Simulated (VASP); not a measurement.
Wanted: the native input for a VASP 6.6.1 run.

```yaml
Task: single point
Functional: PBE
Dispersion: D3(BJ)
Potentials_or_basis: VASP PAW PBE potentials, release 64 (Cl, H)
Cutoff: 520 eV
k_mesh: 1 × 1 × 1
Occupations: fermi-dirac, width 0.05 eV
Spin: no spin polarisation
Dipole_correction: no
Further_INCAR_settings: LREAL = Auto; ALGO = Normal; EDIFF = 1e-07; NBANDS = 56
```

The structure of HCl lies in POSCAR:

```
HCl
1.0
    7.9895700000      0.0000000000      0.0000000000
    0.0000000000      7.9895700000      0.0000000000
    0.0000000000      0.0000000000      7.9895700000
Cl H
10 10
Direct
    0.1837068373      0.5323915854      0.6511251874
    0.4204523317      0.3145730773      0.2877166348
    0.6893124440      0.0504000296      1.0578591163
    0.7594623256      0.5998658774      0.8722960215
    0.5986281658      0.8506899843      0.4795155248
   -0.0366311426      0.5460461634      0.2636102499
    0.1163510461      0.1923918847      0.9749071972
    0.1988870981      0.0017103736      0.5769235009
    0.8086300547      0.2469389728      0.5409559070
    0.3423787510      0.7666140161      0.0447280520
    0.1998352877      0.3728911613      0.6264798657
    0.3135022619      0.2651309438      0.1744190268
    0.7862398062     -0.0656379127      0.9950315304
    0.8966806497      0.5500179443      0.8001123326
    0.6664495929      0.9995475810      0.4615617962
    0.0722679731      0.5650485887      0.3852831255
    0.1887005740      0.0932495041      0.8668888967
    0.3528746107     -0.0474555965      0.5458089716
    0.8485657840      0.3377927213      0.4096865000
    0.4696174478      0.8687826001      0.0625108628
```

These files were run (other wordings do the same):

INCAR

```
  PREC = Accurate
  ENCUT = 520
  EDIFF = 1E-7
  ISMEAR = -1
  SIGMA = 0.05
  LREAL = Auto
  LASPH = True
  NELM = 60
  ALGO = Normal
  ISIF = 2
  LWAVE = False
  LCHARG = True
  GGA = PE
  IVDW = 12
  LELF = True
  LVHAR = True
  NBANDS = 56
```

KPOINTS

```
regular mesh
0
Gamma
  1 1 1
```

Potentials or basis: VASP PAW PBE potentials, release 64 (Cl, H).

The run is started by

```console
$ cat potpaw_PBE.64/Cl/POTCAR potpaw_PBE.64/H/POTCAR > POTCAR
$ mpirun -np 1 vasp_gam > vasp.out
```

It gave:

```
Pressure                   : -0.4 GPa
Largest force              : 0.461 eV/Å
Band gap on the k mesh     : 5.42 eV
Dispersion energy per atom : -0.061 eV
```

Caveat: the k points lie up to 0.79 Å⁻¹ apart.

Wall time 43 s on 1 thread of Intel(R) Xeon(R) Platinum 8488C (Sapphire Rapids), on a shared host, peak memory 0.43 GiB.
